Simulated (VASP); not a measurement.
# Ta3AlN4 (I4/mmm) in VASP: further runs, part 2 of 2

VASP 6.6.1.

### Step 3. Relaxation of cell and atoms, PBE

This run uses another cell than the first one, of 13.38 Å³/atom.

Input file INCAR:

```
SYSTEM = Ta3AlN4
ALGO     = Normal         ! electronic algorithm
EDIFF    = 1E-6           ! SCF threshold, eV
EDIFFG   = -0.04          ! ionic threshold
ENCUT    = 600            ! plane-wave cutoff, eV
GGA      = PE             ! functional
IBRION   = 2              ! ionic algorithm
ISIF     = 3              ! what is computed and relaxed
ISMEAR   = 0              ! smearing method
LASPH    = .TRUE.         ! aspherical terms in the spheres
LCHARG   = .FALSE.        ! write CHGCAR
LREAL    = .FALSE.        ! projectors in reciprocal space
LWAVE    = .FALSE.        ! write WAVECAR
NELM     = 60             ! most SCF steps
NSW      = 90             ! ionic steps
PREC     = Accurate       ! precision mode
SIGMA    = 0.1            ! smearing width, eV
```

Input file KPOINTS:

```
k-points
0
G
  6 6 6
  0 0 0
```

Input file POSCAR:

```
Ta3AlN4
1.0
   -2.3739761300      2.3739761300      4.7479522600
    2.3739761300     -2.3739761300      4.7479522600
    2.3739761300      2.3739761300     -4.7479522600
Ta Al N
3 1 4
Direct
    0.7500000000      0.2500000000      0.5000000000
    0.5000000000      0.5000000000      0.0000000000
    0.2500000000      0.7500000000      0.5000000000
    0.0000000000      0.0000000000      0.0000000000
    0.0000000000      0.5000000000      0.5000000000
    0.7500000000      0.7500000000      0.0000000000
    0.5000000000      0.0000000000      0.5000000000
    0.2500000000      0.2500000000      0.0000000000
```

Potentials or basis: VASP PAW PBE potentials, release 64 (Ta_pv, Al, N).

Run with:

```bash
> cat potpaw_PBE.64/Ta_pv/POTCAR potpaw_PBE.64/Al/POTCAR potpaw_PBE.64/N/POTCAR > POTCAR
> mpirun -np 1 vasp_std > vasp.out
```

OUTCAR:

```text
SYSTEM = Ta3AlN4
   EDIFF = 1E-6
   EDIFFG = -0.04
   ENCUT = 600
   GGA = PE
   IBRION = 2
   ISIF = 3
   ISMEAR = 0
   LASPH = .TRUE.
   LREAL = .FALSE.
   NELM = 60
   NSW = 90
   PREC = Accurate

 ion  position               nearest neighbor table
   1  0.750  0.250  0.500-   5 2.37   6 2.37   7 2.37   8 2.37   6 2.37   8 2.37   4 3.36   3 3.36
                             2 3.36   2 3.36   4 3.36   3 3.36   2 3.36   4 3.36   3 3.36   4 3.36
   2  0.500  0.500  0.000-   5 2.37   6 2.37   7 2.37   8 2.37   7 2.37   5 2.37   1 3.36   4 3.36
                             1 3.36   1 3.36   3 3.36   4 3.36   3 3.36   3 3.36   4 3.36   1 3.36
   3  0.250  0.750  0.500-   5 2.37   6 2.37   7 2.37   8 2.37   8 2.37   6 2.37   2 3.36   1 3.36
                             2 3.36   2 3.36   4 3.36   1 3.36   4 3.36   4 3.36   1 3.36   2 3.36
   4  0.000  0.000  0.000-   5 2.37   6 2.37   7 2.37   8 2.37   5 2.37   7 2.37   3 3.36   2 3.36
                             1 3.36   1 3.36   3 3.36   2 3.36   1 3.36   3 3.36   2 3.36   3 3.36
   5  0.000  0.500  0.500-   1 2.37   2 2.37   3 2.37   4 2.37   4 2.37   2 2.37
   6  0.750  0.750  0.000-   1 2.37   2 2.37   3 2.37   4 2.37   1 2.37   3 2.37
   7  0.500  0.000  0.500-   1 2.37   2 2.37   3 2.37   4 2.37   2 2.37   4 2.37
   8  0.250  0.250  0.000-   1 2.37   2 2.37   3 2.37   4 2.37   3 2.37   1 2.37

  LATTYP: Found a body centered tetragonal cell.
 ALAT       =     4.7479522600
 C/A-ratio  =     2.0000000000

  Lattice vectors:

 A1 = (  -2.3739761300,   2.3739761300,   4.7479522600)
 A2 = (   2.3739761300,  -2.3739761300,   4.7479522600)
 A3 = (   2.3739761300,   2.3739761300,  -4.7479522600)

Analysis of symmetry for initial positions (statically):
=====================================================================
 Subroutine PRICEL returns:
 Original cell was already a primitive cell.

 Routine SETGRP: Setting up the symmetry group for a
 body centered tetragonal supercell.

 Subroutine GETGRP returns: Found 16 space group operations
 (whereof 16 operations were pure point group operations)
 out of a pool of 16 trial point group operations.

The static configuration has the point symmetry D_4h.

Analysis of symmetry for dynamics (positions and initial velocities):
=====================================================================
 Subroutine PRICEL returns:
 Original cell was already a primitive cell.

 Routine SETGRP: Setting up the symmetry group for a
 body centered tetragonal supercell.

 Subroutine GETGRP returns: Found 16 space group operations
 (whereof 16 operations were pure point group operations)
 out of a pool of 16 trial point group operations.

The dynamic configuration has the point symmetry D_4h.

 Subroutine INISYM returns: Found 16 space group operations
 (whereof 16 operations are pure point group operations),
 and found     1 'primitive' translations

----------------------------------------------------------------------------------------

                                     Primitive cell

  volume of cell :     107.0333

  direct lattice vectors                    reciprocal lattice vectors
    -2.373976130  2.373976130  4.747952260     0.000000000  0.210617113  0.105308557
     2.373976130 -2.373976130  4.747952260     0.210617113  0.000000000  0.105308557
     2.373976130  2.373976130 -4.747952260     0.210617113  0.210617113  0.000000000

  length of vectors
     5.815030180  5.815030180  5.815030180     0.235477091  0.235477091  0.297857578

  position of ions in fractional coordinates (direct lattice)
     0.750000000  0.250000000  0.500000000
     0.500000000  0.500000000  0.000000000
[... 84 lines left out ...]
   LNONCOLLINEAR =      F non collinear calculations
   LSORBIT =      F    spin-orbit coupling
   LASPH  =      T    aspherical Exc in radial PAW
   ENCUT  =  600.0 eV  44.10 Ry    6.64 a.u.  11.61 11.61 11.61*2*pi/ulx,y,z
   NELM   =     60;   NELMIN=  2; NELMDL= -5     # of ELM steps
   EDIFF  = 0.1E-05   stopping-criterion for ELM
   LREAL  =      F    real-space projection
   EDIFFG = -.4E-01   stopping-criterion for IOM
   NSW    =     90    number of steps for IOM
   IBRION =      2    ionic relax: 0-MD 1-quasi-New 2-CG
   NFREE  =      1    steps in history (QN), initial steepest desc. (CG)
   ISIF   =      3    stress and relaxation
   ISYM   =      2    0-nonsym 1-usesym 2-fastsym
   POTIM  = 0.5000    time-step for ionic-motion
   TEBEG  =    0.0;   TEEND  =   0.0 temperature during run
   PSTRESS=    0.0 pullay stress
   NELECT =      56.0000    total number of electrons
   NUPDOWN=      -1.0000    fix difference up-down
   EMIN   =  10.00;   EMAX   =-10.00  energy-range for DOS
   EFERMI =   0.00;   METHOD = LEGACY
   ISMEAR =     0;   SIGMA  =   0.10  broadening in eV -4-tet -1-fermi 0-gaus
   EFERMI_NEDOS =   21; number of points for ismear=-14 and -15
   IALGO  =     38    algorithm
   IMIX   =      4    mixing-type and parameters
     AMIX     =   0.40;   BMIX     =  1.00
     AMIX_MAG =   1.60;   BMIX_MAG =  1.00
  volume/ion in A,a.u.               =      13.38        90.29
  Fermi-wavevector in a.u.,A,eV,Ry     =   1.319161  2.492853 23.676667  1.740186
  Thomas-Fermi vector in A             =   2.449079
   LORBIT       =      0    0 simple, 1 ext, 2 COOP (PROOUT), +10 PAW based schemes
   GGA     = PE    functional components
   LHFCALC =     F    Hartree Fock is set to
   AEXX    =    0.0000 exact exchange contribution
   IVDW    =     0    specifies the selected vdW correction
   LEPSILON=     F    determine dielectric tensor
   LRPA    =     F    only Hartree local field effects (RPA)
 conjugate gradient relaxation of ions
 non-spin polarized calculation
 Gauss-broadening in eV      SIGMA  =   0.10
  energy-cutoff  :      600.00
  volume of cell :      107.03
 maximum number of plane-waves:      3599
 NGX is ok and might be reduce to    48
   NGX = 23   NGY = 23   NGZ = 23

--------------------------------------- Ionic step        1  -------------------------------------------

 number of electron      55.9999999 magnetization

 Free energy of the ion-electron system (eV)
  ---------------------------------------------------
  ext. energy  EPLUGINS =         0.00000000
  ---------------------------------------------------
  free energy    TOTEN  =       -75.00509418 eV

  energy without entropy =      -74.98294736  energy(sigma->0) =      -74.99402077

------------------------ aborting loop because EDIFF is reached ----------------------------------------

  FORCE on cell =-STRESS in cart. coord.  units (eV):
  Direction    XX          YY          ZZ          XY          YZ          ZX
  --------------------------------------------------------------------------------------
  -------------------------------------------------------------------------------------
  Total      -27.6339811    -27.6339811    -26.0607466      0.0000000     -0.0000000      0.0000000
  in kB     -413.6518859   -413.6518859   -390.1022055      0.0000000     -0.0000000      0.0000000
  external PRESSURE =    -405.8019925 kB  Pullay stress =       0.0000000 kB
[... 107 lines left out ...]
  FREE ENERGIE OF THE ION-ELECTRON SYSTEM (eV)
  ---------------------------------------------------
  free  energy   TOTEN  =       -78.6591927227 eV

  energy  without entropy=      -78.6458167383  energy(sigma->0) =      -78.65250473

 E-fermi :  10.1535     XC(G=0): -13.0945

 val. band max:       10.1397967280   @ k =  -0.3333   0.3333   0.0000
 cond. band min:      10.1650744476   @ k =  -0.1667   0.3333   0.1667
 fundamental gap:      0.0252777196
 Fermi energy:        10.1534898298

 k-point     1 :       0.0000    0.0000    0.0000
  band No.  band energies     occupation
      1     -26.2640      2.00000
      2     -26.1906      2.00000
      3     -26.1906      2.00000
      4     -25.9610      2.00000
      5     -25.9567      2.00000
      6     -25.9567      2.00000
[... 853 lines left out ...]
     32      11.5660      0.00000
     33      12.2668      0.00000

 [... further k-points ...]

[... ionic steps 4 to 7 ...]

--------------------------------------- Ionic step        8  -------------------------------------------

 number of electron      56.0000000 magnetization

------------------------ aborting loop because EDIFF is reached ----------------------------------------
[... 79 lines left out ...]
--------------------------------------- Ionic step       10  -------------------------------------------

 number of electron      55.9999998 magnetization

 Free energy of the ion-electron system (eV)
  ---------------------------------------------------
  ext. energy  EPLUGINS =         0.00000000
  ---------------------------------------------------
  free energy    TOTEN  =       -79.15490222 eV

  energy without entropy =      -79.13069863  energy(sigma->0) =      -79.14280042

 E-fermi :   9.9287     XC(G=0): -13.0029

 val. band max:        9.9080040279   @ k =  -0.3333   0.3333   0.1667
 cond. band min:       9.9300610070   @ k =   0.5000   0.5000   0.1667
 fundamental gap:      0.0220569791
 Fermi energy:         9.9286968652

 k-point     1 :       0.0000    0.0000    0.0000
  band No.  band energies     occupation
      1     -26.4768      2.00000
      2     -26.4117      2.00000
      3     -26.4117      2.00000
      4     -26.2126      2.00000
      5     -26.1899      2.00000
      6     -26.1899      2.00000
[... 890 lines left out ...]
  FREE ENERGIE OF THE ION-ELECTRON SYSTEM (eV)
  ---------------------------------------------------
  free  energy   TOTEN  =       -79.1549022232 eV

  energy  without entropy=      -79.1306986256  energy(sigma->0) =      -79.14280042

 reached required accuracy - stopping structural energy minimisation
```

Wall time 8.4 min (1 thread of Intel Xeon 6975P-C (Granite Rapids), shared host); peak memory 0.43 GiB.

What came out:

```
Free energy                           : -79.1549 eV
Relaxed volume                        : 10.41 Å³/atom
Relaxed cell                          : a = 5.338 Å, b = 5.338 Å, c = 5.338 Å, α = 131.62°, β = 131.62°, γ = 70.83°
Space group after relaxing (to 0.1 Å) : I4/mmm (No. 139)
Pressure after relaxing               : -0.1 GPa
Band gap on the k mesh                : zero (bands 28 and 29 overlap by 2.57 eV)
```

Stress tensor (GPa, compression positive):
```
-0.38  0.00  0.00
 0.00 -0.38  0.00
 0.00  0.00  0.60
```

Final structure:
```
Ta Al N
1.0
    -2.18734    2.18734    4.35040
     2.18734   -2.18734    4.35040
     2.18734    2.18734   -4.35040
Ta Al N
3 1 4
Direct
  0.75000 0.25000 0.50000
  0.50000 0.50000 0.00000
  0.25000 0.75000 0.50000
  0.00000 0.00000 0.00000
  0.00000 0.50000 0.50000
  0.77649 0.77649 0.00000
  0.50000 0.00000 0.50000
  0.22351 0.22351 0.00000
```

Caveat: the volume moved by over 15 % at a fixed basis, so the end points are rough; spin-orbit coupling is left out, which moves the levels of the heavy elements.
